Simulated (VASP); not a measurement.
# As (R-3m) in VASP: a series of runs

Aim: see how the results for As move with the level of theory and the settings. Levels: PBE0, PBEsol. Tasks: single point.

All numbers are computed with VASP 6.6.1; they aren't measurements. Logs are shortened: lines on timing, memory, paths and dates and some standing lists are left out, and cuts for length are marked.

**1. The cell of the first run**

Symmetry: R-3m, No. 166, trigonal system. The conventional cell has a = 3.736 Å, b = 3.736 Å, c = 10.471 Å, α = 90.00°, β = 90.00°, γ = 120.00°. Within 3.3 Å of As (site symmetry 3m) lie 6 As at 2.49 to 3.12 Å.

**2. Single point, PBE0**

The input, POSCAR:

```
As
1.0
    1.8681737204      1.0785906003      3.4904769752
   -1.8681737204      1.0785906003      3.4904769752
    0.0000000000     -2.1571812007      3.4904769752
As
2
Direct
    0.2260000000      0.2260000000      0.2260000000
    0.7740000000      0.7740000000      0.7740000000
```

The input, INCAR.step1:

```
  PREC = Accurate
  ENCUT = 400
  EDIFF = 1E-5
  ISMEAR = -1
  SIGMA = 0.05
  LREAL = False
  LASPH = True
  NELM = 120
  ALGO = Normal
  ISIF = 2
  LWAVE = True
  NBANDS = 22
  GGA = PE
  GGA_COMPAT = False
```

The input, INCAR.step2:

```
  PREC = Accurate
  ENCUT = 400
  EDIFF = 1E-6
  ISMEAR = -1
  SIGMA = 0.05
  LREAL = False
  LASPH = True
  NELM = 120
  ALGO = Normal
  ISIF = 2
  LWAVE = False
  LCHARG = True
  GGA = PE
  LHFCALC = True
  AEXX = 0.25
  PRECFOCK = Normal
  LELF = True
  LVHAR = True
  NBANDS = 22
  ISTART = 1
  GGA_COMPAT = False
```

The input, KPOINTS:

```
Automatic mesh
0
Gamma
  4 4 4
```

Potentials or basis: VASP PAW PBE potentials, release 64 (As_d).

Command:

```
> cat potpaw_PBE.64/As_d/POTCAR > POTCAR
> cp INCAR.step1 INCAR
> mpirun -np 1 vasp_std > vasp.out
> cp INCAR.step2 INCAR
> mpirun -np 1 vasp_std > vasp.out
```

OUTCAR:

```text
PREC = Accurate
   ENCUT = 400
   EDIFF = 1E-6
   ISMEAR = -1
   LREAL = False
   LASPH = True
   NELM = 120
   ISIF = 2
   GGA = PE
   LHFCALC = True
   AEXX = 0.25
   PRECFOCK = Normal
   ISTART = 1

 ion  position               nearest neighbor table
   1  0.226  0.226  0.226-   2 2.49   2 2.49   2 2.49
   2  0.774  0.774  0.774-   1 2.49   1 2.49   1 2.49

  LATTYP: Found a trigonal (rhomboedric) cell.
 ALAT       =     4.1032743324
 COS(alpha) =     0.5854247172

  Lattice vectors:

 A1 = (   1.8681737204,   1.0785906003,   3.4904769752)
 A2 = (  -1.8681737204,   1.0785906003,   3.4904769752)
 A3 = (   0.0000000000,  -2.1571812007,   3.4904769752)

Analysis of symmetry for initial positions (statically):
=====================================================================
 Subroutine PRICEL returns:
 Original cell was already a primitive cell.

 Routine SETGRP: Setting up the symmetry group for a
 trigonal (rhombohedral) supercell.

 Subroutine GETGRP returns: Found 12 space group operations
 (whereof 12 operations were pure point group operations)
 out of a pool of 12 trial point group operations.

The static configuration has the point symmetry D_3d.

Analysis of symmetry for dynamics (positions and initial velocities):
=====================================================================
 Subroutine PRICEL returns:
 Original cell was already a primitive cell.

 Routine SETGRP: Setting up the symmetry group for a
 trigonal (rhombohedral) supercell.

 Subroutine GETGRP returns: Found 12 space group operations
 (whereof 12 operations were pure point group operations)
 out of a pool of 12 trial point group operations.

The dynamic configuration has the point symmetry D_3d.

 Subroutine INISYM returns: Found 12 space group operations
 (whereof 12 operations are pure point group operations),
 and found     1 'primitive' translations

----------------------------------------------------------------------------------------

                                     Primitive cell

  volume of cell :      42.1998

  direct lattice vectors                    reciprocal lattice vectors
     1.868173720  1.078590600  3.490476975     0.267641063  0.154522640  0.095497932
    -1.868173720  1.078590600  3.490476975    -0.267641063  0.154522640  0.095497932
     0.000000000 -2.157181201  3.490476975     0.000000000 -0.309045279  0.095497932

  length of vectors
     4.103274332  4.103274332  4.103274332     0.323463815  0.323463815  0.323463815

  position of ions in fractional coordinates (direct lattice)
     0.226000000  0.226000000  0.226000000
     0.774000000  0.774000000  0.774000000

  ion indices of the primitive-cell ions
   primitive index   ion index
                 1           1
                 2           2

----------------------------------------------------------------------------------------

 KPOINTS: Automatic mesh

Automatic generation of k-mesh.
 Grid dimensions read from file:
 generate k-points for:    4    4    4

 Generating k-lattice:

  Cartesian coordinates                     Fractional coordinates (reciprocal lattice)
     0.066910266  0.038630660  0.023874483     0.250000000  0.000000000  0.000000000
    -0.066910266  0.038630660  0.023874483     0.000000000  0.250000000  0.000000000
     0.000000000 -0.077261320  0.023874483     0.000000000  0.000000000  0.250000000

  Length of vectors
     0.080865954  0.080865954  0.080865954

  Shift w.r.t. Gamma in fractional coordinates (k-lattice)
     0.000000000  0.000000000  0.000000000

 Subroutine IBZKPT returns following result:
 ===========================================

 Found     13 irreducible k-points:

 Following reciprocal coordinates:
            Coordinates               Weight
  0.000000  0.000000  0.000000      1.000000
  0.250000  0.000000 -0.000000      6.000000
  0.500000  0.000000 -0.000000      3.000000
  0.250000  0.250000 -0.000000      6.000000
  0.500000  0.250000 -0.000000     12.000000
 -0.250000  0.250000  0.000000      6.000000
  0.500000  0.500000 -0.000000      3.000000
  0.250000  0.250000  0.250000      2.000000
  0.500000  0.250000  0.250000      6.000000
 -0.250000  0.250000  0.250000      6.000000
  0.500000  0.500000  0.250000      6.000000
 -0.250000  0.500000  0.250000      6.000000
  0.500000  0.500000  0.500000      1.000000
   k-points           NKPTS =     13   k-points in BZ     NKDIM =     64   number of bands    NBANDS=     22
   number of dos      NEDOS =    301   number of ions     NIONS =      2
   total plane-waves  NPLWV =  21952
   dimension x,y,z NGX =    28 NGY =   28 NGZ =   28
   dimension x,y,z NGXF=    56 NGYF=   56 NGZF=   56
   ions per type =               2
   NGX,Y,Z   is equivalent  to a cutoff of  11.34, 11.34, 11.34 a.u.
   NGXF,Y,Z  is equivalent  to a cutoff of  22.69, 22.69, 22.69 a.u.
 SYSTEM =  unknown system
   PREC   = accura    normal or accurate (medium, high low for compatibility)
   ISTART =      1    job   : 0-new  1-cont  2-samecut
   ICHARG =      0    charge: 1-file 2-atom 10-const
   ISPIN  =      1    spin polarized calculation?
   LNONCOLLINEAR =      F non collinear calculations
   LSORBIT =      F    spin-orbit coupling
   LASPH  =      T    aspherical Exc in radial PAW
   ENCUT  =  400.0 eV  29.40 Ry    5.42 a.u.   6.69  6.69  6.69*2*pi/ulx,y,z
   NELM   =    120;   NELMIN=  2; NELMDL=  0     # of ELM steps
   EDIFF  = 0.1E-05   stopping-criterion for ELM
   LREAL  =      F    real-space projection
   EDIFFG = 0.1E-04   stopping-criterion for IOM
   NSW    =      0    number of steps for IOM
   IBRION =     -1    ionic relax: 0-MD 1-quasi-New 2-CG
   NFREE  =      0    steps in history (QN), initial steepest desc. (CG)
   ISIF   =      2    stress and relaxation
   ISYM   =      3    0-nonsym 1-usesym 2-fastsym
   POTIM  = 0.5000    time-step for ionic-motion
   TEBEG  =    0.0;   TEEND  =   0.0 temperature during run
   PSTRESS=    0.0 pullay stress
   NELECT =      30.0000    total number of electrons
   NUPDOWN=      -1.0000    fix difference up-down
   EMIN   =  10.00;   EMAX   =-10.00  energy-range for DOS
   EFERMI =   0.00;   METHOD = LEGACY
   ISMEAR =    -1;   SIGMA  =   0.05  broadening in eV -4-tet -1-fermi 0-gaus
   EFERMI_NEDOS =   21; number of points for ismear=-14 and -15
   IALGO  =     38    algorithm
   IMIX   =      1    mixing-type and parameters
     AMIX     =   0.40;   BMIX     =  1.00
     AMIX_MAG =   1.60;   BMIX_MAG =  1.00
  volume/ion in A,a.u.               =      21.10       142.39
  Fermi-wavevector in a.u.,A,eV,Ry     =   1.461096  2.761070 29.045719  2.134800
  Thomas-Fermi vector in A             =   2.577468
   LORBIT       =      0    0 simple, 1 ext, 2 COOP (PROOUT), +10 PAW based schemes
   GGA     = PE    functional components
   LHFCALC =     T    Hartree Fock is set to
   PRECFOCK=normal    Normal, Fast or Accurate (Low or Medium for compatibility)
   ENCUT4O =  -1.0   cutoff for four orbital integrals eV
   NKREDX  =     1    reduce k-point grid by
   NKREDY  =     1    reduce k-point grid by
   NKREDZ  =     1    reduce k-point grid by
   AEXX    =    0.2500 exact exchange contribution
   HFSCREEN=    0.0000 screening length (either q_TF or 0.3 A-1)
   HFSCREENC=   0.0000 screening length for correlation (either q_TF or 0.3 A-1)
   ENCUTFOCK=  -1.0 apply spherical cutoff to Coloumb kernel
   IVDW    =     0    specifies the selected vdW correction
   LEPSILON=     F    determine dielectric tensor
   LRPA    =     F    only Hartree local field effects (RPA)
 non-spin polarized calculation
  energy-cutoff  :      400.00
  volume of cell :       42.20
 maximum number of plane-waves:       774
 NGX is ok and might be reduce to    28
  NGX = 24; NGY = 24; NGZ = 24

 number of electron      29.9999988 magnetization

 Free energy of the ion-electron system (eV)
  ---------------------------------------------------
  ext. energy  EPLUGINS =         0.00000000
  ---------------------------------------------------
  free energy    TOTEN  =       -12.50725590 eV

  energy without entropy =      -12.50725229  energy(sigma->0) =      -12.50725409

 E-fermi :   3.6642     XC(G=0):  -8.4986

 val. band max:        3.1995174454   @ k =   0.5000   0.5000   0.5000
 cond. band min:       4.1771635496   @ k =   0.5000   0.0000  -0.0000
 fundamental gap:      0.9776461042
 Fermi energy:         3.6642180235

 k-point     1 :       0.0000    0.0000    0.0000
  band No.  band energies     occupation
      1     -36.7660      2.00000
      2     -36.7660      2.00000
      3     -36.7142      2.00000
      4     -36.7142      2.00000
      5     -36.6720      2.00000
      6     -36.6350      2.00000
[... 14 lines left out ...]
     21      12.3527      0.00000
     22      13.8370      0.00000

 k-point     2 :       0.2500    0.0000   -0.0000
  band No.  band energies     occupation
      1     -36.7603      2.00000
      2     -36.7479      2.00000
      3     -36.7073      2.00000
      4     -36.7001      2.00000
      5     -36.6689      2.00000
      6     -36.6447      2.00000
[... 14 lines left out ...]
     21      12.6646      0.00000
     22      17.5792      0.00000

 k-point     3 :       0.5000    0.0000   -0.0000
  band No.  band energies     occupation
      1     -36.7535      2.00000
      2     -36.7219      2.00000
      3     -36.6916      2.00000
      4     -36.6753      2.00000
      5     -36.6725      2.00000
      6     -36.6643      2.00000
[... 14 lines left out ...]
     21      16.9047      0.00000
     22      17.0036      0.00000
[... 201 lines left out ...]
 k-point    12 :      -0.2500    0.5000    0.2500
  band No.  band energies     occupation
      1     -36.7605      2.00000
      2     -36.7178      2.00000
      3     -36.6942      2.00000
      4     -36.6884      2.00000
      5     -36.6660      2.00000
      6     -36.6610      2.00000
[... 14 lines left out ...]
     21      17.6027      0.00000
     22      17.9349      0.00000

 k-point    13 :       0.5000    0.5000    0.5000
  band No.  band energies     occupation
      1     -36.7538      2.00000
      2     -36.7538      2.00000
      3     -36.7092      2.00000
      4     -36.7092      2.00000
      5     -36.6671      2.00000
      6     -36.6374      2.00000
[... 14 lines left out ...]
     21      15.6837      0.00000
     22      17.0462      0.00000

------------------------ aborting loop because EDIFF is reached ----------------------------------------

  FORCE on cell =-STRESS in cart. coord.  units (eV):
  Direction    XX          YY          ZZ          XY          YZ          ZX
  --------------------------------------------------------------------------------------
  -------------------------------------------------------------------------------------
  Total        0.9636964      0.9636964      0.1297765      0.0000000     -0.0000000      0.0000000
  in kB       36.5881891     36.5881891      4.9271611      0.0000000     -0.0000000      0.0000000
  external PRESSURE =      26.0345131 kB  Pullay stress =       0.0000000 kB

 VOLUME and BASIS-vectors are now :
 -----------------------------------------------------------------------------
  energy-cutoff  :      400.00
  volume of cell :       42.20
      direct lattice vectors                 reciprocal lattice vectors
     1.868173720  1.078590600  3.490476975     0.267641063  0.154522640  0.095497932
    -1.868173720  1.078590600  3.490476975    -0.267641063  0.154522640  0.095497932
     0.000000000 -2.157181201  3.490476975     0.000000000 -0.309045279  0.095497932

 POSITION                                       TOTAL-FORCE (eV/Angst)
 -----------------------------------------------------------------------------------
      0.00000     -0.00000      2.36654         0.000000      0.000000     -0.050485
      0.00000     -0.00000      8.10489         0.000000     -0.000000      0.050485
 -----------------------------------------------------------------------------------
    total drift:                                0.000000     -0.000000      0.000000

  FREE ENERGIE OF THE ION-ELECTRON SYSTEM (eV)
  ---------------------------------------------------
  free  energy   TOTEN  =       -12.5072558966 eV

  energy  without entropy=      -12.5072522930  energy(sigma->0) =      -12.50725409
```

Wall time 28 min (1 thread of AMD EPYC 7R13 (Zen 3), shared host); peak memory 0.13 GiB.

Results:

| Item | Value |
| --- | --- |
| Free energy | -12.5073 eV |
| Pressure | 2.6 GPa |
| Largest force | 0.050 eV/Å |
| Band gap on the k mesh | 0.98 eV (least direct gap 1.13 eV) |

Forces on the atoms (eV/Å):
```
As   0.000  0.000 -0.050
As   0.000  0.000  0.050
```

Caveat: the k points lie up to 0.51 Å⁻¹ apart; the PAW data sets were made with another functional, which shifts forces and pressure a little. A k mesh can miss the band edges.

**3. Single point, PBE0**

This run uses another cell than the first one, of 21.53 Å³/atom.

The input, POSCAR:

```
As
1.0
    1.8807968987      1.0858785957      3.5140619945
   -1.8807968987      1.0858785957      3.5140619945
    0.0000000000     -2.1717571915      3.5140619945
As
2
Direct
    0.2260000000      0.2260000000      0.2260000000
    0.7740000000      0.7740000000      0.7740000000
```

The input, INCAR.step1:

```
ALGO = Normal
EDIFF = 1E-5
ENCUT = 520
GGA = PE
ISIF = 2
ISMEAR = -1
LASPH = T
LCHARG = F
LREAL = F
LWAVE = T
NBANDS = 12
NELM = 80
PREC = Accurate
SIGMA = 0.05
```

The input, INCAR.step2:

```
AEXX = 0.25
ALGO = Normal
EDIFF = 1E-6
ENCUT = 520
GGA = PE
ISIF = 2
ISMEAR = -1
ISTART = 1
LASPH = T
LCHARG = F
LHFCALC = T
LREAL = F
LWAVE = F
NBANDS = 12
NELM = 80
PREC = Accurate
PRECFOCK = Normal
SIGMA = 0.05
```

The input, KPOINTS:

```
k-points
0
Gamma
  6 6 6
```

Potentials or basis: VASP PAW PBE potentials, release 64 (As).

Command:

```
> cat potpaw_PBE.64/As/POTCAR > POTCAR
> cp INCAR.step1 INCAR
> mpirun -np 1 vasp_std > vasp.out
> cp INCAR.step2 INCAR
> mpirun -np 1 vasp_std > vasp.out
```

Wall time 74 min (1 thread of Intel Xeon 8259CL, shared host); peak memory 0.2 GiB.

It converged, with:

- Free energy: -12.3371 eV
- Pressure: 0.4 GPa
- Largest force: 0.012 eV/Å
- Band gap on the k mesh: zero (bands 5 and 6 overlap by 0.32 eV)

Forces in eV/Å, atoms in the order of the input:
```
As   0.000  0.000  0.012
As   0.000  0.000 -0.012
```

Stress tensor (GPa, compression positive):
```
0.27 0.00 0.00
0.00 0.27 0.00
0.00 0.00 0.71
```

Levels at points of the mesh, in eV from the Fermi level:
| k point | band 2 | band 3 | band 4 | band 5 | band 6 | band 7 | band 8 | band 9 |
| --- | --- | --- | --- | --- | --- | --- | --- | --- |
| (0.00, 0.00, 0.00) | -6.78 | -3.31 | -2.80 | -2.80 | 2.26 | 3.75 | 3.75 | 7.80 |
| (0.50, 0.00, 0.00) | -12.88 | -3.74 | -3.66 | -0.84 | -0.32 | 0.94 | 2.06 | 10.04 |
| (0.50, 0.50, 0.00) | -11.33 | -7.19 | -5.25 | -5.16 | 2.03 | 6.61 | 8.06 | 8.60 |
| (0.50, 0.50, 0.50) | -11.63 | -2.52 | -2.52 | -0.68 | 1.30 | 1.30 | 2.27 | 9.06 |

Caveat: the PAW data sets were made with another functional, which shifts forces and pressure a little.

(Part 1 of 2 ends here.)

The gap in the log of VASP goes by the Fermi energy; the results here count the filled bands.